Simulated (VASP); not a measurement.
# FeNi3 (Pm-3m) in VASP: a series of runs

FeNi3 is run at these levels: PBE, PBEsol; tasks: single point.

Everything below comes from runs of VASP 6.6.1. Logs are shortened: lines on timing, memory, paths and dates and some standing lists are left out, and cuts for length are marked.

### 1 The cell of the first run

It takes space group Pm-3m (No. 221, cubic). Conventional cell: a = 3.545 Å, b = 3.545 Å, c = 3.545 Å, α = 90.00°, β = 90.00°, γ = 90.00°. Fe (site symmetry m-3m) has 12 Ni at 2.51 Å within 3.3 Å. Ni (site symmetry 4/mmm) has 4 Fe at 2.51 Å and 8 Ni at 2.51 Å within 3.3 Å.

### 2 Single point, PBE, collinear spin, ferromagnetic start

Contents of INCAR:

```
PREC     = Accurate       # precision mode
ENCUT    = 520            # plane-wave cutoff, eV
EDIFF    = 1E-7           # SCF threshold, eV
ISMEAR   = 0              # smearing method
SIGMA    = 0.05           # smearing width, eV
LREAL    = F              # projectors in reciprocal space
LASPH    = T              # aspherical terms in the spheres
NELM     = 150            # most SCF steps
ALGO     = Normal         # electronic algorithm
ISIF     = 2              # what is computed and relaxed
LWAVE    = F              # write WAVECAR
LCHARG   = F              # write CHGCAR
ISPIN    = 2              # spin polarisation
MAGMOM   = 4 2 2 2        # initial moments
LORBIT   = 11             # projections on sites
LMAXMIX  = 4              # l up to which the mixer works
GGA      = PE             # functional
NBANDS   = 31             # bands
```

Contents of KPOINTS:

```
regular mesh
0
Gamma
  10 10 10
```

Contents of POSCAR:

```
FeNi3
1.0
    3.5450000000      0.0000000000      0.0000000000
    0.0000000000      3.5450000000      0.0000000000
    0.0000000000      0.0000000000      3.5450000000
Fe Ni
1 3
Direct
    0.0000000000      0.0000000000      0.0000000000
    0.0000000000      0.5000000000      0.5000000000
    0.5000000000      0.0000000000      0.5000000000
    0.5000000000      0.5000000000      0.0000000000
```

Potentials or basis: VASP PAW PBE potentials, release 64 (Fe, Ni).

Run with:

```
$ cat potpaw_PBE.64/Fe/POTCAR potpaw_PBE.64/Ni/POTCAR > POTCAR
$ mpirun -np 1 vasp_std > vasp.out
```

OUTCAR:

```text
PREC = Accurate
   ENCUT = 520
   EDIFF = 1E-7
   ISMEAR = 0
   LREAL = F
   LASPH = T
   NELM = 150
   ISIF = 2
   ISPIN = 2
   LORBIT = 11
   GGA = PE

 ion  position               nearest neighbor table
   1  0.000  0.000  0.000-   2 2.51   3 2.51   4 2.51   2 2.51   3 2.51   2 2.51   4 2.51   2 2.51
                             3 2.51   4 2.51   3 2.51   4 2.51
   2  0.000  0.500  0.500-   1 2.51   3 2.51   4 2.51   1 2.51   4 2.51   1 2.51   3 2.51   1 2.51
                             3 2.51   4 2.51   4 2.51   3 2.51
   3  0.500  0.000  0.500-   1 2.51   2 2.51   4 2.51   1 2.51   4 2.51   2 2.51   4 2.51   4 2.51
                             1 2.51   2 2.51   1 2.51   2 2.51
   4  0.500  0.500  0.000-   1 2.51   2 2.51   3 2.51   2 2.51   3 2.51   1 2.51   3 2.51   3 2.51
                             1 2.51   2 2.51   2 2.51   1 2.51

  LATTYP: Found a simple cubic cell.
 ALAT       =     3.5450000000

  Lattice vectors:

 A1 = (   3.5450000000,   0.0000000000,   0.0000000000)
 A2 = (   0.0000000000,   3.5450000000,   0.0000000000)
 A3 = (   0.0000000000,   0.0000000000,   3.5450000000)

Analysis of symmetry for initial positions (statically):
=====================================================================
 Subroutine PRICEL returns:
 Original cell was already a primitive cell.

 Routine SETGRP: Setting up the symmetry group for a
 simple cubic supercell.

 Subroutine GETGRP returns: Found 48 space group operations
 (whereof 48 operations were pure point group operations)
 out of a pool of 48 trial point group operations.

The static configuration has the point symmetry O_h .

Analysis of symmetry for dynamics (positions and initial velocities):
=====================================================================
 Subroutine PRICEL returns:
 Original cell was already a primitive cell.

 Routine SETGRP: Setting up the symmetry group for a
 simple cubic supercell.

 Subroutine GETGRP returns: Found 48 space group operations
 (whereof 48 operations were pure point group operations)
 out of a pool of 48 trial point group operations.

The dynamic configuration has the point symmetry O_h .

Analysis of structural, dynamic, and magnetic symmetry:
=====================================================================
 Subroutine PRICEL returns:
 Original cell was already a primitive cell.

 Routine SETGRP: Setting up the symmetry group for a
 simple cubic supercell.

 Subroutine GETGRP returns: Found 48 space group operations
 (whereof 48 operations were pure point group operations)
 out of a pool of 48 trial point group operations.

The overall configuration has the point symmetry O_h .

 Subroutine INISYM returns: Found 48 space group operations
 (whereof 48 operations are pure point group operations),
 and found     1 'primitive' translations

----------------------------------------------------------------------------------------

                                     Primitive cell

  volume of cell :      44.5501

  direct lattice vectors                    reciprocal lattice vectors
     3.545000000  0.000000000  0.000000000     0.282087447  0.000000000  0.000000000
     0.000000000  3.545000000  0.000000000     0.000000000  0.282087447  0.000000000
     0.000000000  0.000000000  3.545000000     0.000000000  0.000000000  0.282087447

  length of vectors
     3.545000000  3.545000000  3.545000000     0.282087447  0.282087447  0.282087447

  position of ions in fractional coordinates (direct lattice)
     0.000000000  0.000000000  0.000000000
     0.000000000  0.500000000  0.500000000
     0.500000000  0.000000000  0.500000000
     0.500000000  0.500000000  0.000000000

  ion indices of the primitive-cell ions
   primitive index   ion index
                 1           1
                 2           2
                 3           3
                 4           4

----------------------------------------------------------------------------------------

 KPOINTS: regular mesh

Automatic generation of k-mesh.
 Grid dimensions read from file:
 generate k-points for:   10   10   10

 Generating k-lattice:

  Cartesian coordinates                     Fractional coordinates (reciprocal lattice)
     0.028208745  0.000000000  0.000000000     0.100000000  0.000000000  0.000000000
     0.000000000  0.028208745  0.000000000     0.000000000  0.100000000  0.000000000
     0.000000000  0.000000000  0.028208745     0.000000000  0.000000000  0.100000000

  Length of vectors
     0.028208745  0.028208745  0.028208745

  Shift w.r.t. Gamma in fractional coordinates (k-lattice)
     0.000000000  0.000000000  0.000000000

 Subroutine IBZKPT returns following result:
 ===========================================

 Found     56 irreducible k-points:

 Following reciprocal coordinates:
            Coordinates               Weight
  0.000000  0.000000  0.000000      1.000000
  0.100000  0.000000  0.000000      6.000000
  0.200000  0.000000  0.000000      6.000000
  0.300000  0.000000  0.000000      6.000000
  0.400000  0.000000  0.000000      6.000000
  0.500000  0.000000  0.000000      3.000000
[... 16 lines left out ...]
  0.200000  0.100000  0.100000     24.000000
  0.300000  0.100000  0.100000     24.000000
 [... further k-points ...]
   k-points           NKPTS =     56   k-points in BZ     NKDIM =     56   number of bands    NBANDS=     31
   number of dos      NEDOS =    301   number of ions     NIONS =      4
   total plane-waves  NPLWV =  21952
   dimension x,y,z NGX =    28 NGY =   28 NGZ =   28
   dimension x,y,z NGXF=    56 NGYF=   56 NGZF=   56
   ions per type =               1   3
   NGX,Y,Z   is equivalent  to a cutoff of  13.13, 13.13, 13.13 a.u.
   NGXF,Y,Z  is equivalent  to a cutoff of  26.26, 26.26, 26.26 a.u.
 SYSTEM =  unknown system
   PREC   = accura    normal or accurate (medium, high low for compatibility)
   ISTART =      0    job   : 0-new  1-cont  2-samecut
   ICHARG =      2    charge: 1-file 2-atom 10-const
   ISPIN  =      2    spin polarized calculation?
   LNONCOLLINEAR =      F non collinear calculations
   LSORBIT =      F    spin-orbit coupling
   LASPH  =      T    aspherical Exc in radial PAW
   ENCUT  =  520.0 eV  38.22 Ry    6.18 a.u.   6.59  6.59  6.59*2*pi/ulx,y,z
   NELM   =    150;   NELMIN=  2; NELMDL= -5     # of ELM steps
   EDIFF  = 0.1E-06   stopping-criterion for ELM
   LREAL  =      F    real-space projection
   EDIFFG = 0.1E-05   stopping-criterion for IOM
   NSW    =      0    number of steps for IOM
   IBRION =     -1    ionic relax: 0-MD 1-quasi-New 2-CG
   NFREE  =      0    steps in history (QN), initial steepest desc. (CG)
   ISIF   =      2    stress and relaxation
   ISYM   =      2    0-nonsym 1-usesym 2-fastsym
   POTIM  = 0.5000    time-step for ionic-motion
   TEBEG  =    0.0;   TEEND  =   0.0 temperature during run
   PSTRESS=    0.0 pullay stress
   NELECT =      38.0000    total number of electrons
   NUPDOWN=      -1.0000    fix difference up-down
   EMIN   =  10.00;   EMAX   =-10.00  energy-range for DOS
   EFERMI =   0.00;   METHOD = LEGACY
   ISMEAR =     0;   SIGMA  =   0.05  broadening in eV -4-tet -1-fermi 0-gaus
   EFERMI_NEDOS =   21; number of points for ismear=-14 and -15
   IALGO  =     38    algorithm
   IMIX   =      4    mixing-type and parameters
     AMIX     =   0.40;   BMIX     =  1.00
     AMIX_MAG =   1.60;   BMIX_MAG =  1.00
  volume/ion in A,a.u.               =      11.14        75.16
  Fermi-wavevector in a.u.,A,eV,Ry     =   1.552577  2.933945 32.796776  2.410495
  Thomas-Fermi vector in A             =   2.656932
   LORBIT       =     11    0 simple, 1 ext, 2 COOP (PROOUT), +10 PAW based schemes
   GGA     = PE    functional components
   LHFCALC =     F    Hartree Fock is set to
   AEXX    =    0.0000 exact exchange contribution
   IVDW    =     0    specifies the selected vdW correction
   LEPSILON=     F    determine dielectric tensor
   LRPA    =     F    only Hartree local field effects (RPA)
 spin polarized calculation
 Gauss-broadening in eV      SIGMA  =   0.05
  energy-cutoff  :      520.00
  volume of cell :       44.55
 maximum number of plane-waves:      1222
 NGX is ok and might be reduce to    28
   NGX = 13   NGY = 13   NGZ = 13

 number of electron      38.0000000 magnetization      10.0000000

 number of electron      37.9999985 magnetization       4.7474927

 Free energy of the ion-electron system (eV)
  ---------------------------------------------------
  ext. energy  EPLUGINS =         0.00000000
  ---------------------------------------------------
  free energy    TOTEN  =       -25.00150234 eV

  energy without entropy =      -24.99711164  energy(sigma->0) =      -24.99930699

 E-fermi :   8.5661     XC(G=0): -13.1434

 val. band max:        8.5636504526   @ k =   0.4000   0.1000   0.1000
 cond. band min:       8.5692326688   @ k =   0.4000   0.0000   0.0000
 fundamental gap:      0.0055822162
 Fermi energy:         8.5661125763

 spin component 1

 k-point     1 :       0.0000    0.0000    0.0000
  band No.  band energies     occupation
      1      -0.4954      1.00000
      2       3.2823      1.00000
      3       3.2823      1.00000
      4       3.9546      1.00000
      5       4.0207      1.00000
      6       4.0207      1.00000
[... 805 lines left out ...]
     30      22.2009      0.00000
     31      22.5573      0.00000

 [... further k-points ...]

 spin component 2

 k-point     1 :       0.0000    0.0000    0.0000
  band No.  band energies     occupation
      1      -0.4548      1.00000
      2       4.3230      1.00000
      3       4.3230      1.00000
      4       4.3259      1.00000
      5       5.0174      1.00000
      6       5.0174      1.00000
[... 805 lines left out ...]
     30      22.4650      0.00000
     31      22.9689      0.00000

 [... further k-points ...]
[... 5 lines left out ...]
  --------------------------------------------------------------------------------------
  -------------------------------------------------------------------------------------
  Total       -0.1184077     -0.1184077     -0.1184077      0.0000000     -0.0000000      0.0000000
  in kB       -4.2583558     -4.2583558     -4.2583558      0.0000000     -0.0000000      0.0000000
  external PRESSURE =      -4.2583558 kB  Pullay stress =       0.0000000 kB

 VOLUME and BASIS-vectors are now :
 -----------------------------------------------------------------------------
  energy-cutoff  :      520.00
  volume of cell :       44.55
      direct lattice vectors                 reciprocal lattice vectors
     3.545000000  0.000000000  0.000000000     0.282087447  0.000000000  0.000000000
     0.000000000  3.545000000  0.000000000     0.000000000  0.282087447  0.000000000
     0.000000000  0.000000000  3.545000000     0.000000000  0.000000000  0.282087447

 POSITION                                       TOTAL-FORCE (eV/Angst)
 -----------------------------------------------------------------------------------
      0.00000      0.00000      0.00000         0.000000      0.000000      0.000000
      0.00000      1.77250      1.77250         0.000000      0.000000      0.000000
      1.77250      0.00000      1.77250         0.000000      0.000000      0.000000
      1.77250      1.77250      0.00000         0.000000      0.000000      0.000000
 -----------------------------------------------------------------------------------
    total drift:                                0.000000      0.000000      0.000000

  FREE ENERGIE OF THE ION-ELECTRON SYSTEM (eV)
  ---------------------------------------------------
  free  energy   TOTEN  =       -25.0015023376 eV

  energy  without entropy=      -24.9971116370  energy(sigma->0) =      -24.99930699

 total charge

# of ion       s       p       d       tot
------------------------------------------
    1        0.473   0.502   6.111   7.086
    2        0.503   0.510   8.323   9.335
    3        0.503   0.510   8.323   9.335
    4        0.503   0.510   8.323   9.335
--------------------------------------------------
tot          1.981   2.031  31.080  35.093

 magnetization (x)

# of ion       s       p       d       tot
------------------------------------------
    1        0.012   0.002   2.887   2.901
    2       -0.016  -0.043   0.684   0.625
    3       -0.016  -0.043   0.684   0.625
    4       -0.016  -0.043   0.684   0.625
--------------------------------------------------
tot         -0.036  -0.128   4.940   4.776
```

Run time: 3.1 min. Hardware: 1 thread of Intel Xeon 8259CL, shared host; peak memory 0.25 GiB.

What came out:

| Property | Result |
| --- | --- |
| Free energy | -25.0015 eV |
| Pressure | -0.4 GPa |
| Net moment | 4.75 μB per cell |
| Site moments | Fe +2.90; Ni +0.62 μB |
| Valence electrons inside the program's atomic spheres | Fe 7.09; Ni 9.34 |

[end of part 1 of 2]
